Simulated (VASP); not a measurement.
Pt (a cell with a defect), 7 atoms in the cell. The cell holds a defect, 7 atoms: a = 5.546 Å, b = 5.546 Å, c = 5.546 Å, α = 60.00°, β = 60.00°, γ = 60.00°. 

```yaml
Program: VASP 6.6.1
Task: single point
Functional: PBE
Potentials_or_basis: VASP PAW PBE potentials, release 64 (Pt)
Cutoff: 520 eV
k_mesh: 3 × 3 × 3
Occupations: gaussian, width 0.1 eV
Spin: no spin polarisation
Dipole_correction: no
Further_INCAR_settings: ALGO = Normal; EDIFF = 1e-06; NBANDS = 44
```

Potentials or basis: VASP PAW PBE potentials, release 64 (Pt).

Launch:

```bash
$ cat potpaw_PBE.64/Pt/POTCAR > POTCAR
$ mpirun -np 1 vasp_std > vasp.out
```

Hardware: 1 thread of AMD EPYC 7R13, with other jobs on the host.

**Question.** Estimate the wall time of this run.

**Answer.** It took 2.1 min on 1 thread of AMD EPYC 7R13, on a shared host, peak memory 0.22 GiB. Counts: scf iterations 15, k points 8.
